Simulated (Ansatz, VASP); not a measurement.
## TaBi2O5: VASP beside Ansatz

```
CELL_PARAMETERS angstrom
-1.93089 1.93089 8.59776
1.93089 -1.93089 8.59776
1.93089 1.93089 -8.59776
ATOMIC_POSITIONS crystal
Ta 0.00886 0.00886 0.00000
Bi 0.34297 0.34297 0.00000
Bi 0.69090 0.69090 0.00000
O 0.11452 0.11452 0.00000
O 0.98230 0.48230 0.50000
O 0.48230 0.98230 0.50000
O 0.26157 0.76157 0.50000
O 0.76157 0.26157 0.50000
```

Alike in both runs: functional PBE; k mesh 4 × 4 × 4; occupations gaussian, width 0.15 eV; no spin polarisation.

Ansatz relaxed the structure, and its values are those at the end. VASP's run is a single point on that final structure, the one shown.

|  | VASP | Ansatz |
| --- | --- | --- |
| version | VASP 6.6.1 | Ansatz 0.2.0 |
| potentials or method | VASP PAW PBE potentials, release 64 (Ta_sv_GW, Bi_d, O), cutoff 700 eV | scalar-relativistic, plane waves, PAW |
| valence electrons in the cell | 73 | 73 |

```csv
,VASP,Ansatz,Ansatz less VASP
gap on the k mesh at the Fermi level (eV),none,none,-
pressure (GPa),0.1,0.0,-0.06
rms of the force components (eV/Å),0.060,0.013,-0.0477
```

A gap of «none» marks a metal or a gap that the smearing closes.

The k mesh is coarse, so the values compare programs but aren't converged. Neither program's run includes spin-orbit coupling.
